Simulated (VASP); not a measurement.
A run of VASP 6.6.1:

File INCAR:

```
ALGO = Fast
EDIFF = 1E-7
ENCUT = 520
ISIF = 2
ISMEAR = 0
LASPH = True
LCHARG = True
LELF = True
LREAL = False
LVHAR = True
LWAVE = False
NBANDS = 21
NELM = 80
PREC = Accurate
SIGMA = 0.15
```

File KPOINTS:

```
k-points
0
Gamma
  16 16 12
```

POSCAR

```
W
1.0
    0.0000000000     -1.9862702900     -1.9862702900
    0.0000000000      1.9862702900     -1.9862702900
    3.9725405800      0.0000000000      0.0000000000
W
2
Direct
    0.5101698143      0.4898301857      0.4863059926
   -0.0101698143      0.0101698143      0.0136940074
```

Potentials or basis: VASP PAW LDA potentials, release 64 (W_sv).

Command:

```console
$ cat potpaw_LDA.64/W_sv/POTCAR > POTCAR
$ mpirun -np 1 vasp_std > vasp.out
```

Hardware: 1 thread of Intel(R) Xeon(R) Platinum 8259CL CPU @ 2.50GHz (Skylake/Cascade Lake), with other jobs on the host.

Q: Estimate the wall time of this run.

A: Wall time 11 min on 1 thread of Intel(R) Xeon(R) Platinum 8259CL CPU @ 2.50GHz (Skylake/Cascade Lake), with other jobs on the host, peak memory 0.49 GiB. Counts: scf iterations 14, k points 826.
